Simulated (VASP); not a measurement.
Input of a VASP 6.6.1 run:

File INCAR:

```
SYSTEM = Na
PREC = Accurate
ENCUT = 520
EDIFF = 1E-8
ISMEAR = -1
SIGMA = 0.05
LREAL = .FALSE.
LASPH = .TRUE.
NELM = 60
ALGO = Normal
ISIF = 2
LWAVE = .FALSE.
LCHARG = .FALSE.
LEFG = .TRUE.
NBANDS = 14
```

Contents of KPOINTS:

```
regular mesh
0
G
  11 11 6
  0 0 0
```

The input POSCAR:

```
Na
1.0
    3.7670009976      0.0376700100      0.0376700100
   -1.8508773132      3.2434835550      0.0137881806
    0.0615400000      0.0615400000      6.1540000000
Na
2
Direct
    0.3333333333      0.6666666667      0.2500000000
    0.6666666667      0.3333333333      0.7500000000
```

Potentials or basis: VASP PAW LDA potentials, release 64 (Na_pv).

Command:

```sh
$ cat potpaw_LDA.64/Na_pv/POTCAR > POTCAR
$ mpirun -np 1 vasp_std > vasp.out
```

**Question.** Estimate the band gap on the k mesh.

**Answer.** Zero (bands 7 and 8 overlap by 4.01 eV).

**Question.** Predict the pressure.

**Answer.** -0.9 GPa.

**Question.** Predict the largest force.

**Answer.** 0.006 eV/Å.

Electric field gradients, principal values (V/Å²):
```
atom  least  middle  greatest (by size)
1 Na  0.157   0.395              -0.553
2 Na  0.157   0.395              -0.553
```

Caveat: the cell differs from its parent crystal (equal xy, yz and zx shear strains of +2 %); without QUAD_EFG the Cq values of the log hold for a quadrupole moment of 1 mb, not for the nuclei.
